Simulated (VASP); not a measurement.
## CuAu: single point with PBE

Crystal: CuAu.

```
CELL_PARAMETERS angstrom
2.71244 0.00000 0.00000
0.00000 2.71244 0.00000
0.00000 0.00000 3.91076
ATOMIC_POSITIONS crystal
Cu 0.50000 0.50000 0.50000
Au 0.00000 0.00000 0.00000
```

This cell differs from its parent crystal: ratio of the length along z to the lengths across it x 1.1, volume and fractional coordinates fixed.

```
Program             : VASP 6.6.1
Task                : single point
Functional          : PBE
Potentials or basis : VASP PAW PBE potentials, release 64 (Cu, Au)
Cutoff              : 520 eV
k mesh              : 18 × 18 × 14
Occupations         : gaussian, width 0.15 eV
Spin                : no spin polarisation
```

```yaml
Pressure: 7.8 GPa
Band_gap_on_the_k_mesh: zero (band 11 reaches 14.53 eV, above the bottom of band 12 at 7.05 eV)
```

Stress tensor (GPa, compression positive):
```
10.28  0.00  0.00
 0.00 10.28  0.00
 0.00  0.00  2.85
```

Levels at points of the mesh, in eV from the Fermi level:
```tsv
k point	band 9	band 10	band 11	band 12	band 13	band 14
(0.00, 0.00, 0.00)	-1.69	-1.49	-1.49	0.83	6.42	11.32
(0.50, 0.00, 0.00)	-2.34	-2.12	-0.61	0.41	8.35	8.62
(0.50, 0.50, 0.00)	-1.51	-1.25	1.22	1.22	6.20	7.54
(0.00, 0.00, 0.50)	-2.50	-2.23	-2.23	-1.87	14.39	15.14
(0.50, 0.00, 0.50)	-1.67	-1.63	-1.12	-1.10	2.96	4.19
(0.50, 0.50, 0.50)	-1.51	-1.25	5.60	5.60	5.94	6.77
```

Run time: 84 s on 1 thread of Intel(R) Xeon(R) 6975P-C (Granite Rapids) (shared host), peak memory 0.33 GiB.

Caveat: spin-orbit coupling is left out, which moves the levels of the heavy elements.
